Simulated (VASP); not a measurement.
The system is SnO.

```xyz
8
Lattice="2.7369 -2.7378 0.0000 2.7369 2.7378 0.0000 0.0000 0.0000 10.2220" Properties=species:S:1:pos:R:3 pbc="T T T"
Sn    2.7369   -1.2952    8.8303
Sn    2.7369    1.2952    1.3916
Sn    2.7369   -1.4426    3.7193
Sn    2.7369    1.4426    6.5026
O     1.3685   -0.0654    2.5555
O     4.1054    0.0654    7.6665
O     1.3685    0.0654    7.6665
O     4.1054   -0.0654    2.5555
```

Base run:

* Program: VASP 6.6.1
* Functional: PBE
* Potentials or basis: VASP PAW PBE potentials, release 64 (Sn_d, O)
* Cutoff: 520 eV
* k mesh: 8 × 8 × 4
* Occupations: gaussian, width 0.02 eV
* Spin: no spin polarisation

Its results: band gap on the k mesh 0.54 eV; pressure -0.2 GPa; largest force 0.050 eV/Å.

Problem. The run is repeated on the same cell with these changes: functional from PBE to r2SCAN; k mesh from 8 × 8 × 4 to 10 × 10 × 4. What comes out?

Solution. Band gap on the k mesh 0.72 eV; pressure -3.7 GPa; largest force 0.456 eV/Å.

Several settings changed at once.

Caveats: spin-orbit coupling is left out, which moves the levels of the heavy elements; the cell stands under tension (at least some runs); the PAW data sets were made with another functional, which shifts forces and pressure a little (at least some runs).

A k mesh can miss the band edges.
